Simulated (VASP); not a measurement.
Write the native input for VASP 6.6.1 that does the following.

```yaml
Task: single point
Functional: PBE
Potentials_or_basis: VASP PAW PBE potentials, release 64 (Al, Si)
Cutoff: 520 eV
k_mesh: 3 × 4 × 1
Occupations: gaussian, width 0.1 eV
Spin: no spin polarisation
Dipole_correction: no
Further_INCAR_settings: LREAL = Auto; ALGO = Normal; EDIFF = 1e-06; NBANDS = 40
```

The structure of Al16Si lies in POSCAR:

```
Al16Si
1.0
    8.1000000000      0.0000000000      0.0000000000
    0.0000000000      5.7275650000      0.0000000000
    0.0000000000      0.0000000000     17.2956740000
Al Si
16 1
Direct
    0.2500000000      0.2499999564      0.0578179260
    0.7500000000      0.2499999564      0.0578179260
    0.2500000000      0.7500000436      0.0578179260
    0.7500000000      0.7500000436      0.0578179260
    0.0045204938      0.0012060972      0.1371991054
    0.4954893827      0.0012094145      0.1371925720
    0.0045083951      0.4994270689      0.1371594423
    0.4954837037      0.4994267197      0.1371575921
    0.2499908642      0.2503926189      0.2305093748
    0.7499980247      0.2505899104      0.2145132361
    0.2499948148      0.7504354817      0.2387207923
    0.7499945679      0.7505758555      0.2153611938
   -0.0186279012      0.0134783281      0.3039247849
    0.5186232099      0.0134772805      0.3039221253
   -0.0185480247      0.4877180791      0.3038539579
    0.5185364198      0.4877079527      0.3038514139
    0.7499883951     -0.2495694069      0.3649450724
```

These files were run (other wordings do the same):

INCAR

```
SYSTEM = Al16Si
PREC = Accurate ; ENCUT = 520
EDIFF = 1E-6 ; ISMEAR = 0
SIGMA = 0.1 ; LREAL = Auto
LASPH = .True. ; NELM = 80
ALGO = Normal ; ISIF = 2
LWAVE = .False. ; LCHARG = .True.
GGA = PE ; LELF = .True.
LVHAR = .True. ; NBANDS = 40
```

KPOINTS

```
regular mesh
0
Gamma
  3 4 1
  0 0 0
```

Potentials or basis: VASP PAW PBE potentials, release 64 (Al, Si).

Launch:

```console
$ cat potpaw_PBE.64/Al/POTCAR potpaw_PBE.64/Si/POTCAR > POTCAR
$ mpirun -np 1 vasp_std > vasp.out
```

Results of the run:

```
Largest force          : 0.207 eV/Å
Band gap on the k mesh : zero (bands 26 and 27 overlap by 0.71 eV)
```

Caveat: there is no dipole correction, which matters where the two faces differ.

Wall time 17 min on 1 thread of AMD EPYC 7571 (shared host), peak memory 0.76 GiB.
